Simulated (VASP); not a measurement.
NaH8BrO4, 14 atoms in the cell. The cell holds a disordered packing, 14 atoms: a = 5.974 Å, b = 5.974 Å, c = 5.974 Å, α = 90.00°, β = 90.00°, γ = 90.00°. 

| Property | Result |
| --- | --- |
| Program | VASP 6.6.1 |
| Task | single point |
| Functional | PBEsol |
| Potentials or basis | VASP PAW PBE potentials, release 64 (O, H, Na_pv, Br) |
| Cutoff | 520 eV |
| k mesh | 1 × 1 × 1 |
| Occupations | fermi-dirac, width 0.05 eV |
| Spin | no spin polarisation |
| Dipole correction | no |
| Further INCAR settings | ALGO = Normal; EDIFF = 1e-06; NBANDS = 36 |

Potentials or basis: VASP PAW PBE potentials, release 64 (O, H, Na_pv, Br).

Launch:

```console
$ cat potpaw_PBE.64/O/POTCAR potpaw_PBE.64/H/POTCAR potpaw_PBE.64/Na_pv/POTCAR potpaw_PBE.64/Br/POTCAR > POTCAR
$ mpirun -np 1 vasp_gam > vasp.out
```

Hardware: 1 thread of Intel Xeon 8259CL, with other jobs on the host.

Q: How long does it take, and how much memory?

A: Wall time 34 s on 1 thread of Intel Xeon 8259CL, with other jobs on the host, peak memory 0.3 GiB. Counts: scf iterations 16, k points 1.
